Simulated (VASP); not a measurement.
# TiMoSe4 (P4/mmm) in VASP: further runs, part 2 of 2

VASP 6.6.1.

### Step 3. Single point, PBE, collinear spin

This run uses another cell than the first one, of 23.66 Å³/atom.

The input, INCAR:

```
SYSTEM = TiMoSe4
PREC     = Accurate       ! precision mode
ENCUT    = 520            ! plane-wave cutoff, eV
EDIFF    = 1E-6           ! SCF threshold, eV
ISMEAR   = 0              ! smearing method
SIGMA    = 0.1            ! smearing width, eV
LREAL    = .False.        ! projectors in reciprocal space
LASPH    = .True.         ! aspherical terms in the spheres
NELM     = 150            ! most SCF steps
ALGO     = Normal         ! electronic algorithm
ISIF     = 2              ! what is computed and relaxed
LWAVE    = .False.        ! write WAVECAR
LCHARG   = .False.        ! write CHGCAR
ISPIN    = 2              ! spin polarisation
MAGMOM   = 1 1 0 0 0 0    ! initial moments
LORBIT   = 11             ! projections on sites
LMAXMIX  = 4              ! l up to which the mixer works
GGA      = PE             ! functional
NBANDS   = 38             ! bands
```

The input, KPOINTS:

```
regular mesh
0
Gamma
  4 4 2
  0 0 0
```

The input, POSCAR:

```
TiMoSe4
1.0
    3.8555665340      0.0000000000      0.0000000000
    0.0000000000      3.8555665340      0.0000000000
    0.0000000000      0.0000000000      9.5498366316
Ti Mo Se
1 1 4
Direct
    0.5000000000      0.5000000000      0.5000000000
    0.0000000000      0.0000000000      0.5000000000
    0.5000000000      0.5000000000      0.2203266831
    0.5000000000      0.5000000000      0.7796733169
    0.0000000000      0.0000000000      0.2387266078
    0.0000000000      0.0000000000      0.7612733922
```

Potentials or basis: VASP PAW PBE potentials, release 64 (Ti_sv, Mo_sv, Se).

Run with:

```console
cat potpaw_PBE.64/Ti_sv/POTCAR potpaw_PBE.64/Mo_sv/POTCAR potpaw_PBE.64/Se/POTCAR > POTCAR
mpirun -np 1 vasp_std > vasp.out
```

Wall time 2.2 min (1 thread of Intel Xeon Platinum 8559C (Emerald Rapids), shared host); peak memory 0.34 GiB.

Results (log left out):

- Free energy: -31.9967 eV
- Pressure: 0.0 GPa
- Largest force: 0.040 eV/Å
- Band gap on the k mesh: zero (filled and empty bands overlap)
- Net moment: 0.00 μB per cell
- Valence electrons inside the program's atomic spheres: Ti 10.20; Mo 12.49; Se 3.75, 3.74 (each value once)

Forces on the atoms (eV/Å):
```
Ti   0.000  0.000  0.000
Mo   0.000  0.000  0.000
Se   0.000  0.000  0.008
Se   0.000  0.000 -0.008
Se   0.000  0.000 -0.040
Se   0.000  0.000  0.040
```

Stress tensor (GPa, compression positive):
```
-0.12  0.00  0.00
 0.00 -0.12  0.00
 0.00  0.00  0.11
```

Levels at points of the mesh, in eV from the Fermi level:
Spin up:
```csv
k point,band 22,band 23,band 24,band 25,band 26,band 27
"(0.00, 0.00, 0.00)",-1.74,-0.29,-0.29,0.02,1.57,1.57
"(0.50, 0.00, 0.00)",-2.07,-1.83,-1.66,-0.79,-0.33,-0.14
"(0.50, 0.50, 0.00)",-1.34,-1.34,-1.30,1.17,1.33,1.33
"(0.00, 0.00, 0.50)",-1.49,-0.31,-0.31,-0.28,1.56,1.56
"(0.50, 0.00, 0.50)",-2.00,-1.90,-1.87,-0.76,-0.30,-0.13
"(0.50, 0.50, 0.50)",-1.39,-1.39,-1.30,1.17,1.46,1.46
```
Spin down:
```tsv
k point	band 20	band 21	band 22	band 23	band 24	band 25	band 26	band 27	band 28	band 29
(0.00, 0.00, 0.00)	-2.85	-1.99	-1.74	-0.29	-0.29	0.02	1.57	1.57	1.98	2.59
(0.50, 0.00, 0.00)	-2.15	-2.13	-2.07	-1.83	-1.66	-0.79	-0.33	-0.14	0.69	0.72
(0.50, 0.50, 0.00)	-1.93	-1.69	-1.34	-1.34	-1.30	1.17	1.33	1.33	1.59	2.15
(0.00, 0.00, 0.50)	-2.85	-1.99	-1.49	-0.31	-0.31	-0.28	1.56	1.56	2.62	2.62
(0.50, 0.00, 0.50)	-2.19	-2.09	-2.00	-1.90	-1.87	-0.76	-0.30	-0.13	0.60	0.69
(0.50, 0.50, 0.50)	-2.36	-1.64	-1.39	-1.39	-1.30	1.17	1.46	1.46	1.59	2.15
```

Caveat: the k points lie up to 0.41 Å⁻¹ apart, too coarse for converged energies and pressures of a metal; this functional lacks dispersion, which binds layers or chains, so the pressure and a relaxed spacing across them are unreliable.

### Step 4. Single point, PBE, collinear spin

This run uses another cell than the first one, of 28.30 Å³/atom.

The input, INCAR:

```
SYSTEM = TiMoSe4
  PREC = Accurate
  ENCUT = 520
  EDIFF = 1E-7
  ISMEAR = 0
  SIGMA = 0.1
  LREAL = .False.
  LASPH = .True.
  NELM = 150
  ALGO = Normal
  ISIF = 2
  LWAVE = .False.
  LCHARG = .False.
  ISPIN = 2
  MAGMOM = 1 1 0 0 0 0
  LORBIT = 11
  LMAXMIX = 4
  GGA = PE
  NBANDS = 38
```

KPOINTS is that of step 3.

The input, POSCAR:

```
TiMoSe4
1.0
    4.4288978300      0.0000000000      0.0000000000
    0.0000000000      4.4288978300      0.0000000000
    0.0000000000      0.0000000000      8.6570372100
Ti Mo Se
1 1 4
Direct
    0.5000000000      0.5000000000      0.5000000000
    0.0000000000      0.0000000000      0.5000000000
    0.5000000000      0.5000000000      0.2838694000
    0.5000000000      0.5000000000      0.7161306000
    0.0000000000      0.0000000000      0.2096679000
    0.0000000000      0.0000000000      0.7903321000
```

Run with:

```console
cat potpaw_PBE.64/Ti_sv/POTCAR potpaw_PBE.64/Mo_sv/POTCAR potpaw_PBE.64/Se/POTCAR > POTCAR
mpirun -np 1 vasp_std > vasp.out
```

Wall time 2.5 min (1 thread of Intel Xeon Platinum 8559C (Emerald Rapids), shared host); peak memory 0.39 GiB.

It converged, with:

| Quantity | Value |
| --- | --- |
| Free energy | -24.0827 eV |
| Pressure | 12.8 GPa |
| Largest force | 14.989 eV/Å |
| Net moment | 0.51 μB per cell |
| Site moments | Ti -0.15; Mo +1.06; Se -0.03, -0.13 (each value once) μB |
| Valence electrons inside the program's atomic spheres | Ti 11.23; Mo 12.10; Se 3.97, 3.71 (each value once) |

Forces on the atoms (eV/Å):
```
Ti    0.000   0.000   0.000
Mo    0.000   0.000   0.000
Se    0.000   0.000 -14.989
Se    0.000   0.000  14.989
Se    0.000   0.000   1.636
Se    0.000   0.000  -1.636
```

Stress tensor (GPa, compression positive):
```
-4.05  0.00  0.00
 0.00 -4.05  0.00
 0.00  0.00 46.51
```

Levels at points of the mesh, in eV from the Fermi level:
Spin up:
```tsv
k point	band 21	band 22	band 23	band 24	band 25	band 26	band 27	band 28	band 29	band 30
(0.00, 0.00, 0.00)	-1.64	-1.39	-0.92	-0.92	0.42	0.52	0.52	0.55	0.55	2.28
(0.50, 0.00, 0.00)	-1.70	-1.48	-0.87	-0.74	-0.48	-0.06	-0.04	0.49	0.79	1.14
(0.50, 0.50, 0.00)	-0.94	-0.63	-0.63	-0.14	-0.09	0.08	0.08	0.46	0.46	1.95
(0.00, 0.00, 0.50)	-1.86	-1.39	-0.97	-0.97	-0.03	0.40	0.40	0.66	0.66	2.28
(0.50, 0.00, 0.50)	-1.82	-1.64	-1.34	-1.22	-0.47	-0.05	0.12	0.58	0.64	1.18
(0.50, 0.50, 0.50)	-1.05	-0.75	-0.75	-0.38	-0.14	-0.07	-0.07	0.75	0.75	1.95
```
Spin down:
```tsv
k point	band 23	band 24	band 25	band 26	band 27	band 28
(0.00, 0.00, 0.00)	-0.86	-0.86	0.33	0.37	0.37	0.99
(0.50, 0.00, 0.00)	-0.81	-0.80	-0.18	0.33	0.50	1.10
(0.50, 0.50, 0.00)	-0.70	-0.19	0.33	0.33	0.66	0.66
(0.00, 0.00, 0.50)	-0.95	-0.95	-0.13	0.51	0.51	0.88
(0.50, 0.00, 0.50)	-1.50	-1.10	-0.03	0.35	0.51	1.10
(0.50, 0.50, 0.50)	-0.72	-0.48	0.56	0.56	0.60	0.60
```

Caveat: the k points lie up to 0.36 Å⁻¹ apart; atoms lie so close that the PAW spheres overlap strongly, which falsifies energies and pressures; this functional lacks dispersion, which binds layers or chains, so the pressure and a relaxed spacing across them are unreliable; forces of over 1 eV/Å act on the atoms, so gaps and moduli don't describe the material at rest.

### Step 5. Single point, PBE

The input, INCAR:

```
SYSTEM = TiMoSe4
ALGO = Normal
EDIFF = 1E-6
ENCUT = 500
GGA = PE
GGA_COMPAT = .False.
ISIF = 2
ISMEAR = 1
LASPH = .True.
LCHARG = .False.
LREAL = .False.
LWAVE = .False.
NBANDS = 34
NELM = 120
PREC = Accurate
SIGMA = 0.1
```

The input, KPOINTS:

```
k-points
0
Gamma
  10 10 4
  0 0 0
```

The input, POSCAR:

```
TiMoSe4
1.0
    3.8596524559      0.0000000000      0.0000000000
    0.0000000000      3.8596524559      0.0000000000
    0.0000000000      0.0000000000      9.6269473664
Ti Mo Se
1 1 4
Direct
    0.5000000000      0.5000000000      0.5000000000
    0.0000000000      0.0000000000      0.5000000000
    0.5000000000      0.5000000000      0.2269788507
    0.5000000000      0.5000000000      0.7730211493
    0.0000000000      0.0000000000      0.2404468592
    0.0000000000      0.0000000000      0.7595531408
```

Run with:

```console
cat potpaw_PBE.64/Ti_sv/POTCAR potpaw_PBE.64/Mo_sv/POTCAR potpaw_PBE.64/Se/POTCAR > POTCAR
mpirun -np 1 vasp_std > vasp.out
```

It took 7.1 min on 1 thread of Oxide Virtual Turin-like, shared host; peak memory 0.37 GiB.

Results (log left out):

| Property | Result |
| --- | --- |
| Free energy | -31.8881 eV |
| Pressure | 0.0 GPa |
| Largest force | 0.015 eV/Å |
| Band gap on the k mesh | zero (bands 25 and 26 overlap by 1.84 eV) |

Forces in eV/Å, atoms in the order of the input:
```
Ti   0.000  0.000  0.000
Mo   0.000  0.000  0.000
Se   0.000  0.000 -0.004
Se   0.000  0.000  0.004
Se   0.000  0.000 -0.015
Se   0.000  0.000  0.015
```

Stress tensor (GPa, compression positive):
```
-0.01  0.00  0.00
 0.00 -0.01  0.00
 0.00  0.00  0.09
```

Levels at points of the mesh, in eV from the Fermi level:
| k point | band 23 | band 24 | band 25 | band 26 | band 27 | band 28 |
| --- | --- | --- | --- | --- | --- | --- |
| (0.00, 0.00, 0.00) | -0.09 | -0.09 | 0.15 | 1.72 | 1.72 | 2.23 |
| (0.50, 0.00, 0.00) | -1.74 | -1.63 | -0.63 | -0.10 | 0.05 | 0.93 |
| (0.50, 0.50, 0.00) | -1.13 | -1.08 | 1.34 | 1.57 | 1.57 | 1.85 |
| (0.00, 0.00, 0.50) | -0.10 | -0.10 | -0.08 | 1.71 | 1.71 | 2.77 |
| (0.50, 0.00, 0.50) | -1.82 | -1.78 | -0.60 | -0.07 | 0.05 | 0.82 |
| (0.50, 0.50, 0.50) | -1.17 | -1.08 | 1.34 | 1.68 | 1.68 | 1.85 |

Caveat: this functional lacks dispersion, which binds layers or chains, so the pressure and a relaxed spacing across them are unreliable.

### Step 6. Summary

| spin | cell | k mesh | cutoff (eV) | smearing | gap on the mesh (eV) | pressure (GPa) | moment (μB) | largest force (eV/Å) |
| --- | --- | --- | --- | --- | --- | --- | --- | --- |
| off | a = 3.860, b = 3.860, c = 9.627 Å, 6 atoms, atomic positions A | 10 × 10 × 4 | 520 | gaussian 0.1 eV | none | 0.1 | - | 0.02 |
| collinear | a = 3.856, b = 3.856, c = 9.550 Å, 6 atoms, atomic positions B | 4 × 4 × 2 | 520 | gaussian 0.1 eV | none | 0.0 | 0.00 | 0.04 |
| collinear | a = 4.429, b = 4.429, c = 8.657 Å, 6 atoms, atomic positions C | 4 × 4 × 2 | 520 | gaussian 0.1 eV | none | 12.8 | 0.51 | 14.99 |
| off | a = 3.860, b = 3.860, c = 9.627 Å, 6 atoms, atomic positions A | 10 × 10 × 4 | 500 | methfessel-paxton 0.1 eV | none | 0.0 | - | 0.02 |

Alike in all rows: task single point; level PBE; potentials or basis VASP PAW PBE potentials, release 64 (Ti_sv, Mo_sv, Se).

Caveats: some runs use coarse meshes; this functional lacks dispersion, which binds layers or chains, so the pressure and a relaxed spacing across them are unreliable; atoms lie so close that the PAW spheres overlap strongly, which falsifies energies and pressures (at least some runs); forces of over 1 eV/Å act on the atoms, so gaps and moduli don't describe the material at rest (at least some runs).

Absolute energies hang on the potentials; compare differences alone.
